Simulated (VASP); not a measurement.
# KF (R-3m) in VASP: further runs

The runs below take KF through single point, with LDA.

All numbers are computed with VASP 6.6.1; they aren't measurements. Logs are shortened: lines on timing, memory, paths and dates and some standing lists are left out, and cuts for length are marked.

## Step 1: The cell of the first run

Symmetry: R-3m, No. 166, trigonal system. The conventional cell has a = 3.555 Å, b = 3.555 Å, c = 9.284 Å, α = 90.00°, β = 90.00°, γ = 120.00°. K (site symmetry -3m) has 6 F at 2.57 Å within 3.4 Å. F (site symmetry -3m) has 6 K at 2.57 Å within 3.4 Å.

## Step 2: Single point, LDA

Contents of INCAR:

```
SYSTEM = KF
ALGO = Normal
EDIFF = 1E-6
ENCUT = 520
ISIF = 2
ISMEAR = 0
LASPH = .TRUE.
LCHARG = .TRUE.
LELF = .TRUE.
LREAL = .FALSE.
LVHAR = .TRUE.
LWAVE = .FALSE.
NBANDS = 15
NELM = 80
PREC = Accurate
SIGMA = 0.05
```

Contents of KPOINTS:

```
k-points
0
G
  8 8 8
  0 0 0
```

Contents of POSCAR:

```
KF
1.0
    0.1109341194      2.6245470978      2.6245470978
    2.6245470978      0.1109341194      2.6245470978
    2.6245470978      2.6245470978      0.1109341194
K F
1 1
Direct
    0.0000000000      0.0000000000      0.0000000000
    0.5000000000      0.5000000000      0.5000000000
```

Potentials or basis: VASP PAW LDA potentials, release 64 (K_sv, F).

On the command line:

```sh
$ cat potpaw_LDA.64/K_sv/POTCAR potpaw_LDA.64/F/POTCAR > POTCAR
$ mpirun -np 1 vasp_std > vasp.out
```

OUTCAR:

```text
SYSTEM = KF
   EDIFF = 1E-6
   ENCUT = 520
   ISIF = 2
   ISMEAR = 0
   LASPH = .TRUE.
   LREAL = .FALSE.
   NELM = 80
   PREC = Accurate

 ion  position               nearest neighbor table
   1  0.000  0.000  0.000-   2 2.57   2 2.57   2 2.57   2 2.57   2 2.57   2 2.57
   2  0.500  0.500  0.500-   1 2.57   1 2.57   1 2.57   1 2.57   1 2.57   1 2.57

  LATTYP: Found a trigonal (rhomboedric) cell.
 ALAT       =     3.7133275261
 COS(alpha) =     0.5417839404

  Lattice vectors:

 A1 = (   0.1109341194,   2.6245470978,   2.6245470978)
 A2 = (   2.6245470978,   0.1109341194,   2.6245470978)
 A3 = (   2.6245470978,   2.6245470978,   0.1109341194)

Analysis of symmetry for initial positions (statically):
=====================================================================
 Subroutine PRICEL returns:
 Original cell was already a primitive cell.

 Routine SETGRP: Setting up the symmetry group for a
 trigonal (rhombohedral) supercell.

 Subroutine GETGRP returns: Found 12 space group operations
 (whereof 12 operations were pure point group operations)
 out of a pool of 12 trial point group operations.

The static configuration has the point symmetry D_3d.

Analysis of symmetry for dynamics (positions and initial velocities):
=====================================================================
 Subroutine PRICEL returns:
 Original cell was already a primitive cell.

 Routine SETGRP: Setting up the symmetry group for a
 trigonal (rhombohedral) supercell.

 Subroutine GETGRP returns: Found 12 space group operations
 (whereof 12 operations were pure point group operations)
 out of a pool of 12 trial point group operations.

The dynamic configuration has the point symmetry D_3d.

 Subroutine INISYM returns: Found 12 space group operations
 (whereof 12 operations are pure point group operations),
 and found     1 'primitive' translations

----------------------------------------------------------------------------------------

                                     Primitive cell

  volume of cell :      33.8660

  direct lattice vectors                    reciprocal lattice vectors
     0.110934119  2.624547098  2.624547098    -0.203033753  0.194799966  0.194799966
     2.624547098  0.110934119  2.624547098     0.194799966 -0.203033753  0.194799966
     2.624547098  2.624547098  0.110934119     0.194799966  0.194799966 -0.203033753

  length of vectors
     3.713327526  3.713327526  3.713327526     0.342223258  0.342223258  0.342223258

  position of ions in fractional coordinates (direct lattice)
     0.000000000  0.000000000  0.000000000
     0.500000000  0.500000000  0.500000000

  ion indices of the primitive-cell ions
   primitive index   ion index
                 1           1
                 2           2

----------------------------------------------------------------------------------------

 KPOINTS: k-points

Automatic generation of k-mesh.
 Grid dimensions read from file:
 generate k-points for:    8    8    8

 Generating k-lattice:

  Cartesian coordinates                     Fractional coordinates (reciprocal lattice)
    -0.025379219  0.024349996  0.024349996     0.125000000  0.000000000  0.000000000
     0.024349996 -0.025379219  0.024349996     0.000000000  0.125000000  0.000000000
     0.024349996  0.024349996 -0.025379219     0.000000000  0.000000000  0.125000000

  Length of vectors
     0.042777907  0.042777907  0.042777907

  Shift w.r.t. Gamma in fractional coordinates (k-lattice)
     0.000000000  0.000000000  0.000000000

 Subroutine IBZKPT returns following result:
 ===========================================

 Found     65 irreducible k-points:

 Following reciprocal coordinates:
            Coordinates               Weight
  0.000000  0.000000  0.000000      1.000000
  0.125000  0.000000  0.000000      6.000000
  0.250000  0.000000  0.000000      6.000000
  0.375000  0.000000  0.000000      6.000000
  0.500000  0.000000  0.000000      3.000000
  0.125000  0.125000 -0.000000      6.000000
[... 16 lines left out ...]
  0.250000  0.125000  0.125000      6.000000
  0.375000  0.125000  0.125000      6.000000
 [... further k-points ...]
   k-points           NKPTS =     65   k-points in BZ     NKDIM =     65   number of bands    NBANDS=     15
   number of dos      NEDOS =    301   number of ions     NIONS =      2
   total plane-waves  NPLWV =  21952
   dimension x,y,z NGX =    28 NGY =   28 NGZ =   28
   dimension x,y,z NGXF=    56 NGYF=   56 NGZF=   56
   ions per type =               1   1
   NGX,Y,Z   is equivalent  to a cutoff of  12.54, 12.54, 12.54 a.u.
   NGXF,Y,Z  is equivalent  to a cutoff of  25.07, 25.07, 25.07 a.u.
 SYSTEM =  KF
   PREC   = accura    normal or accurate (medium, high low for compatibility)
   ISTART =      0    job   : 0-new  1-cont  2-samecut
   ICHARG =      2    charge: 1-file 2-atom 10-const
   ISPIN  =      1    spin polarized calculation?
   LNONCOLLINEAR =      F non collinear calculations
   LSORBIT =      F    spin-orbit coupling
   LASPH  =      T    aspherical Exc in radial PAW
   ENCUT  =  520.0 eV  38.22 Ry    6.18 a.u.   6.90  6.90  6.90*2*pi/ulx,y,z
   NELM   =     80;   NELMIN=  2; NELMDL= -5     # of ELM steps
   EDIFF  = 0.1E-05   stopping-criterion for ELM
   LREAL  =      F    real-space projection
   EDIFFG = 0.1E-04   stopping-criterion for IOM
   NSW    =      0    number of steps for IOM
   IBRION =     -1    ionic relax: 0-MD 1-quasi-New 2-CG
   NFREE  =      0    steps in history (QN), initial steepest desc. (CG)
   ISIF   =      2    stress and relaxation
   ISYM   =      2    0-nonsym 1-usesym 2-fastsym
   POTIM  = 0.5000    time-step for ionic-motion
   TEBEG  =    0.0;   TEEND  =   0.0 temperature during run
   PSTRESS=    0.0 pullay stress
   NELECT =      16.0000    total number of electrons
   NUPDOWN=      -1.0000    fix difference up-down
   EMIN   =  10.00;   EMAX   =-10.00  energy-range for DOS
   EFERMI =   0.00;   METHOD = LEGACY
   ISMEAR =     0;   SIGMA  =   0.05  broadening in eV -4-tet -1-fermi 0-gaus
   EFERMI_NEDOS =   21; number of points for ismear=-14 and -15
   IALGO  =     38    algorithm
   IMIX   =      4    mixing-type and parameters
     AMIX     =   0.40;   BMIX     =  1.00
     AMIX_MAG =   1.60;   BMIX_MAG =  1.00
  volume/ion in A,a.u.               =      16.93       114.27
  Fermi-wavevector in a.u.,A,eV,Ry     =   1.275049  2.409493 22.119669  1.625750
  Thomas-Fermi vector in A             =   2.407783
   LORBIT       =      0    0 simple, 1 ext, 2 COOP (PROOUT), +10 PAW based schemes
   GGA     = CA    functional components
   LHFCALC =     F    Hartree Fock is set to
   AEXX    =    0.0000 exact exchange contribution
   IVDW    =     0    specifies the selected vdW correction
   LEPSILON=     F    determine dielectric tensor
   LRPA    =     F    only Hartree local field effects (RPA)
 non-spin polarized calculation
 Gauss-broadening in eV      SIGMA  =   0.05
  energy-cutoff  :      520.00
  volume of cell :       33.87
 maximum number of plane-waves:       936
   NGX = 13   NGY = 13   NGZ = 13

 number of electron      15.9999991 magnetization

 Free energy of the ion-electron system (eV)
  ---------------------------------------------------
  ext. energy  EPLUGINS =         0.00000000
  ---------------------------------------------------
  free energy    TOTEN  =        -9.06063038 eV

  energy without entropy =       -9.06063038  energy(sigma->0) =       -9.06063038

 E-fermi :  -2.6207     XC(G=0):  -9.6923

 val. band max:       -2.8373774847   @ k =   0.0000   0.0000   0.0000
 cond. band min:       3.5598702365   @ k =   0.0000   0.0000   0.0000
 fundamental gap:      6.3972477212
 Fermi energy:        -2.6207368267

 k-point     1 :       0.0000    0.0000    0.0000
  band No.  band energies     occupation
      1     -28.2395      2.00000
      2     -21.1421      2.00000
      3     -11.6381      2.00000
      4     -11.5673      2.00000
      5     -11.5673      2.00000
      6      -2.8994      2.00000
      7      -2.8374      2.00000
      8      -2.8374      2.00000
      9       3.5599      0.00000
     10       7.4765      0.00000
     11       8.1640      0.00000
     12       8.1640      0.00000
     13       9.8857      0.00000
     14       9.8857      0.00000
     15      14.2555      0.00000

 k-point     2 :       0.1250    0.0000    0.0000
  band No.  band energies     occupation
      1     -28.2120      2.00000
      2     -21.1673      2.00000
      3     -11.6449      2.00000
      4     -11.6269      2.00000
      5     -11.5799      2.00000
      6      -3.0305      2.00000
      7      -2.9740      2.00000
      8      -2.9096      2.00000
      9       4.0666      0.00000
     10       7.6347      0.00000
     11       7.9187      0.00000
     12       8.4427      0.00000
     13      10.0416      0.00000
     14      10.0628      0.00000
     15      15.2236      0.00000

 k-point     3 :       0.2500    0.0000    0.0000
  band No.  band energies     occupation
      1     -28.1445      2.00000
      2     -21.2294      2.00000
      3     -11.7936      2.00000
      4     -11.6362      2.00000
      5     -11.6100      2.00000
      6      -3.4119      2.00000
      7      -3.1726      2.00000
      8      -3.0789      2.00000
      9       5.2780      0.00000
     10       7.3496      0.00000
     11       8.4460      0.00000
     12       9.1432      0.00000
     13      10.5243      0.00000
     14      10.6040      0.00000
     15      16.7810      0.00000
[... 343 lines left out ...]
 k-point    23 :       0.2500    0.1250    0.1250
  band No.  band energies     occupation
      1     -28.1794      2.00000
      2     -21.2084      2.00000
      3     -11.7074      2.00000
      4     -11.6633      2.00000
      5     -11.5632      2.00000
      6      -3.3025      2.00000
      7      -3.0468      2.00000
      8      -2.9036      2.00000
      9       4.6796      0.00000
     10       7.1775      0.00000
     11       8.6441      0.00000
     12       8.6463      0.00000
     13      10.3697      0.00000
     14      10.4051      0.00000
     15      16.1063      0.00000

 k-point    24 :       0.3750    0.1250    0.1250
  band No.  band energies     occupation
      1     -28.1125      2.00000
      2     -21.2614      2.00000
      3     -11.8644      2.00000
      4     -11.7155      2.00000
      5     -11.5940      2.00000
      6      -3.5683      2.00000
      7      -3.2040      2.00000
      8      -3.0585      2.00000
      9       5.8315      0.00000
     10       7.1361      0.00000
     11       8.9930      0.00000
     12       9.3680      0.00000
     13      10.9170      0.00000
     14      11.1389      0.00000
     15      16.2491      0.00000

 [... further k-points ...]

------------------------ aborting loop because EDIFF is reached ----------------------------------------

  FORCE on cell =-STRESS in cart. coord.  units (eV):
  Direction    XX          YY          ZZ          XY          YZ          ZX
  --------------------------------------------------------------------------------------
  -------------------------------------------------------------------------------------
  Total        0.1803890      0.1803890      0.1803890     -0.1350289     -0.1350289     -0.1350289
  in kB        8.5340813      8.5340813      8.5340813     -6.3881236     -6.3881236     -6.3881236
  external PRESSURE =       8.5340813 kB  Pullay stress =       0.0000000 kB

 VOLUME and BASIS-vectors are now :
 -----------------------------------------------------------------------------
  energy-cutoff  :      520.00
  volume of cell :       33.87
      direct lattice vectors                 reciprocal lattice vectors
     0.110934119  2.624547098  2.624547098    -0.203033753  0.194799966  0.194799966
     2.624547098  0.110934119  2.624547098     0.194799966 -0.203033753  0.194799966
     2.624547098  2.624547098  0.110934119     0.194799966  0.194799966 -0.203033753

 POSITION                                       TOTAL-FORCE (eV/Angst)
 -----------------------------------------------------------------------------------
      0.00000      0.00000      0.00000         0.000000     -0.000000      0.000000
      2.68001      2.68001      2.68001        -0.000000      0.000000     -0.000000
 -----------------------------------------------------------------------------------
    total drift:                                0.000000      0.000000      0.000000

  FREE ENERGIE OF THE ION-ELECTRON SYSTEM (eV)
  ---------------------------------------------------
  free  energy   TOTEN  =        -9.0606303765 eV

  energy  without entropy=       -9.0606303765  energy(sigma->0) =       -9.06063038
```

Run time: 20 s. Hardware: 1 thread of AMD EPYC 9R14 (Zen 4), shared host; peak memory 0.13 GiB.

What came out:

```
Free energy            : -9.0606 eV
Pressure               : 0.9 GPa
Band gap on the k mesh : 6.40 eV, direct
```

Stress tensor (GPa, compression positive):
```
 0.85 -0.64 -0.64
-0.64  0.85 -0.64
-0.64 -0.64  0.85
```

## Step 3: Single point, LDA

This run uses another cell than the first one, of the same volume but with other edges.

Contents of INCAR:

```
  PREC = Accurate
  ENCUT = 520
  EDIFF = 1E-6
  ISMEAR = 0
  SIGMA = 0.05
  LREAL = F
  LASPH = T
  NELM = 80
  ALGO = Normal
  ISIF = 2
  LWAVE = F
  LCHARG = F
  NBANDS = 15
```

Contents of KPOINTS:

```
Automatic mesh
0
Gamma
  8 8 8
```

Contents of POSCAR:

```
KF
1.0
   -0.1086074121      2.5147600291      2.5147600291
    2.5147600291     -0.1086074121      2.5147600291
    2.5147600291      2.5147600291     -0.1086074121
K F
1 1
Direct
    0.0000000000      0.0000000000      0.0000000000
    0.5000000000      0.5000000000      0.5000000000
```

Potentials or basis: VASP PAW LDA potentials, release 64 (K_sv, F).

On the command line:

```sh
$ cat potpaw_LDA.64/K_sv/POTCAR potpaw_LDA.64/F/POTCAR > POTCAR
$ mpirun -np 1 vasp_std > vasp.out
```

Wall time 20 s (1 thread of AMD EPYC 9R14 (Zen 4), shared host); peak memory 0.13 GiB.

The run converged. Its results:

```yaml
Free_energy: -9.0622 eV
Pressure: 0.9 GPa
Band_gap_on_the_k_mesh: 6.39 eV, direct
```

Stress tensor (GPa, compression positive):
```
0.86 0.46 0.46
0.46 0.86 0.46
0.46 0.46 0.86
```

Levels at points of the mesh, in eV from the valence-band top:
```tsv
k point	band 5	band 6	band 7	band 8	band 9	band 10	band 11	band 12
(0.00, 0.00, 0.00)	-8.72	-0.05	-0.05	0.00	6.39	10.50	10.50	11.30
(0.50, 0.00, 0.00)	-8.78	-1.03	-0.54	-0.43	9.16	11.02	12.10	12.81
(0.50, 0.50, 0.00)	-9.04	-0.17	-0.08	-0.03	7.91	10.72	12.34	14.10
(0.50, 0.50, 0.50)	-8.85	-1.05	-0.61	-0.61	9.34	11.28	12.56	12.56
```

A k mesh can miss the band edges.

## Step 4: Single point, LDA

This run uses another cell than the first one, of 18.58 Å³/atom, 1.098 times its volume.

Contents of INCAR:

```
  PREC = Accurate
  ENCUT = 520
  EDIFF = 1E-6
  ISMEAR = 0
  SIGMA = 0.05
  LREAL = False
  LASPH = True
  NELM = 80
  ALGO = Normal
  ISIF = 2
  LWAVE = False
  LCHARG = False
  NBANDS = 15
```

KPOINTS is that of step 3.

Contents of POSCAR:

```
KF
1.0
    0.1435620881      2.7225217537      2.7225217537
    2.7225217537      0.1435620881      2.7225217537
    2.7225217537      2.7225217537      0.1435620881
K F
1 1
Direct
    0.0000000000      0.0000000000      0.0000000000
    0.5000000000      0.5000000000      0.5000000000
```

On the command line:

```sh
$ cat potpaw_LDA.64/K_sv/POTCAR potpaw_LDA.64/F/POTCAR > POTCAR
$ mpirun -np 1 vasp_std > vasp.out
```

Wall time 35 s (1 thread of AMD EPYC 7R13 (Zen 3), shared host); peak memory 0.14 GiB.

Results (log left out):

| Property | Result |
| --- | --- |
| Free energy | -9.0354 eV |
| Pressure | -2.8 GPa |
| Band gap on the k mesh | 5.86 eV, direct |

Stress tensor (GPa, compression positive):
```
-2.79 -0.92 -0.92
-0.92 -2.79 -0.92
-0.92 -0.92 -2.79
```

Levels at points of the mesh, in eV from the valence-band top:
| k point | band 4 | band 5 | band 6 | band 7 | band 8 | band 9 | band 10 | band 11 | band 12 | band 13 |
| --- | --- | --- | --- | --- | --- | --- | --- | --- | --- | --- |
| (0.00, 0.00, 0.00) | -9.07 | -9.07 | -0.09 | 0.00 | 0.00 | 5.86 | 10.00 | 10.77 | 10.77 | 12.35 |
| (0.50, 0.00, 0.00) | -9.15 | -9.12 | -0.92 | -0.52 | -0.38 | 8.87 | 10.44 | 11.70 | 12.44 | 14.21 |
| (0.50, 0.50, 0.00) | -9.35 | -9.30 | -0.25 | -0.11 | -0.05 | 7.86 | 10.16 | 11.57 | 13.58 | 14.23 |
| (0.50, 0.50, 0.50) | -9.09 | -9.09 | -0.91 | -0.31 | -0.31 | 8.59 | 10.15 | 11.91 | 11.91 | 14.36 |

A k mesh can miss the band edges. A hybrid or GW would open this gap; LDA tends to underestimate it.

## Step 5: Single point, LDA

This run uses another cell than the first one, of 18.58 Å³/atom, 1.098 times its volume.

Contents of INCAR:

```
SYSTEM = KF
ALGO = Normal
EDIFF = 1E-7
ENCUT = 520
ISIF = 2
ISMEAR = 0
LASPH = .TRUE.
LCHARG = .TRUE.
LELF = .TRUE.
LREAL = .FALSE.
LVHAR = .TRUE.
LWAVE = .FALSE.
NBANDS = 15
NELM = 100
PREC = Accurate
SIGMA = 0.05
```

Contents of KPOINTS:

```
k-points
0
G
  8 8 8
  0 0 0
```

Contents of POSCAR:

```
KF
1.0
   -0.1396539062      2.5808767335      2.5808767335
    2.5808767335     -0.1396539062      2.5808767335
    2.5808767335      2.5808767335     -0.1396539062
K F
1 1
Direct
    0.0000000000      0.0000000000      0.0000000000
    0.5000000000      0.5000000000      0.5000000000
```

On the command line:

```sh
$ cat potpaw_LDA.64/K_sv/POTCAR potpaw_LDA.64/F/POTCAR > POTCAR
$ mpirun -np 1 vasp_std > vasp.out
```

Wall time 35 s (1 thread of AMD EPYC 7R13 (Zen 3), shared host); peak memory 0.13 GiB.

Results (log left out):

```
Free energy            : -9.0385 eV
Pressure               : -2.8 GPa
Band gap on the k mesh : 5.85 eV, direct
```

Stress tensor (GPa, compression positive):
```
-2.79  0.67  0.67
 0.67 -2.79  0.67
 0.67  0.67 -2.79
```

Levels at points of the mesh, in eV from the valence-band top:
```tsv
k point	band 6	band 7	band 8	band 9	band 10	band 11
(0.00, 0.00, 0.00)	-0.07	-0.07	0.00	5.85	10.20	10.20
(0.50, 0.00, 0.00)	-0.93	-0.46	-0.33	8.74	10.27	11.58
(0.50, 0.50, 0.00)	-0.27	-0.13	-0.07	7.85	10.15	11.56
(0.50, 0.50, 0.50)	-0.93	-0.54	-0.54	8.98	10.59	12.09
```

## Step 6: Single point, LDA

This run uses another cell than the first one, of 18.31 Å³/atom, 1.081 times its volume.

Contents of INCAR:

```
SYSTEM = KF
PREC = Accurate
ENCUT = 520
EDIFF = 1E-6
ISMEAR = 0
SIGMA = 0.05
LREAL = .False.
LASPH = .True.
NELM = 80
ALGO = Normal
ISIF = 2
LWAVE = .False.
LCHARG = .True.
LELF = .True.
LVHAR = .True.
NBANDS = 15
```

Contents of KPOINTS:

```
regular mesh
0
Gamma
  8 8 8
  0 0 0
```

Contents of POSCAR:

```
KF
1.0
    0.1428478756      2.7089773778      2.7089773778
    2.7089773778      0.1428478756      2.7089773778
    2.7089773778      2.7089773778      0.1428478756
K F
1 1
Direct
    0.0000000000      0.0000000000      0.0000000000
    0.5000000000      0.5000000000      0.5000000000
```

Potentials or basis: VASP PAW LDA potentials, release 64 (K_sv, F).

On the command line:

```sh
$ cat potpaw_LDA.64/K_sv/POTCAR potpaw_LDA.64/F/POTCAR > POTCAR
$ mpirun -np 1 vasp_std > vasp.out
```

Run time: 39 s. Hardware: 1 thread of AMD EPYC 7R13 (Zen 3), shared host; peak memory 0.14 GiB.

The run converged. Its results:

| Quantity | Value |
| --- | --- |
| Free energy | -9.0436 eV |
| Pressure | -2.3 GPa |
| Band gap on the k mesh | 5.94 eV, direct |

Stress tensor (GPa, compression positive):
```
-2.33 -0.91 -0.91
-0.91 -2.33 -0.91
-0.91 -0.91 -2.33
```

Levels at points of the mesh, in eV from the valence-band top:
| k point | band 6 | band 7 | band 8 | band 9 | band 10 | band 11 |
| --- | --- | --- | --- | --- | --- | --- |
| (0.00, 0.00, 0.00) | -0.09 | 0.00 | 0.00 | 5.94 | 10.03 | 10.82 |
| (0.50, 0.00, 0.00) | -0.94 | -0.54 | -0.39 | 8.93 | 10.55 | 11.77 |
| (0.50, 0.50, 0.00) | -0.24 | -0.11 | -0.05 | 7.87 | 10.25 | 11.69 |
| (0.50, 0.50, 0.50) | -0.93 | -0.32 | -0.32 | 8.66 | 10.26 | 11.98 |

## Step 7: Overview

```tsv
cell	gap on the mesh (eV)	pressure (GPa)
a = 3.713 Å, angles 57.2°, 2 atoms	6.40	0.9
a = 3.558 Å, angles 62.8°, 2 atoms	6.39	0.9
a = 3.853 Å, angles 56.5°, 2 atoms	5.86	-2.8
a = 3.653 Å, angles 63.6°, 2 atoms	5.85	-2.8
a = 3.834 Å, angles 56.5°, 2 atoms	5.94	-2.3
```

Alike in all rows: task single point; level LDA; potentials or basis VASP PAW LDA potentials, release 64 (K_sv, F); no spin polarisation; k mesh 8 × 8 × 8; cutoff (eV) 520; smearing gaussian 0.05 eV.

Total energies depend on the potentials used, so only differences within one code and one set of settings carry meaning.
